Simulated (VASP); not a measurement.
Set up this calculation in VASP 6.6.1, as the native input.

```yaml
Task: single point
Functional: PBEsol
Dispersion: D4
Potentials_or_basis: VASP PAW PBE potentials, release 64 (Hf_pv, O)
Cutoff: 520 eV
k_mesh: 5 × 5 × 5
Occupations: fermi-dirac, width 0.05 eV
Spin: no spin polarisation
Dipole_correction: no
Further_INCAR_settings: ALGO = Normal; EDIFF = 1e-06; NBANDS = 56
```

The structure of HfO2 lies in POSCAR:

```
HfO2
1.0
    5.0773158298      0.0000000000     -0.0066705208
    0.0000000000      5.1721442170      0.0000000000
   -0.8586328165      0.0000000000      5.1756098975
Hf O
4 8
Direct
    0.2773883430      0.4573827431      0.7082299602
    0.7226116570      0.9573827431      0.7917700398
    0.7226116570      0.5426172569      0.2917700398
    0.2773883430      0.0426172569      0.2082299602
    0.0732539793      0.1588217452      0.8375373733
    0.9267460207      0.6588217452      0.6624626267
    0.9267460207      0.8411782548      0.1624626267
    0.0732539793      0.3411782548      0.3375373733
    0.4463760084      0.7413638117      0.9809637741
    0.5536239916      0.2413638117      0.5190362259
    0.5536239916      0.2586361883      0.0190362259
    0.4463760084      0.7586361883      0.4809637741
```

These files were run (other wordings do the same):

INCAR

```
  PREC = Accurate
  ENCUT = 520
  EDIFF = 1E-6
  ISMEAR = -1
  SIGMA = 0.05
  LREAL = False
  LASPH = True
  NELM = 100
  ALGO = Normal
  ISIF = 2
  LWAVE = False
  LCHARG = True
  GGA = PS
  IVDW = 13
  LELF = True
  LVHAR = True
  NBANDS = 56
```

KPOINTS

```
Automatic mesh
0
Gamma
  5 5 5
```

Potentials or basis: VASP PAW PBE potentials, release 64 (Hf_pv, O).

Launch:

```bash
$ cat potpaw_PBE.64/Hf_pv/POTCAR potpaw_PBE.64/O/POTCAR > POTCAR
$ mpirun -np 1 vasp_std > vasp.out
```

It gave:

The pressure is -3.1 GPa. The largest force is 0.070 eV/Å and the band gap on the k mesh is 4.02 eV (least direct gap 4.08 eV). The dispersion energy per atom is -0.108 eV.

Caveat: the cell stands under tension; the PAW data sets were made with another functional, which shifts forces and pressure a little; spin-orbit coupling is left out, which moves the levels of the heavy elements.

It took 6.3 min on 1 thread of Oxide Virtual Turin-like Processor (shared host), peak memory 0.34 GiB.
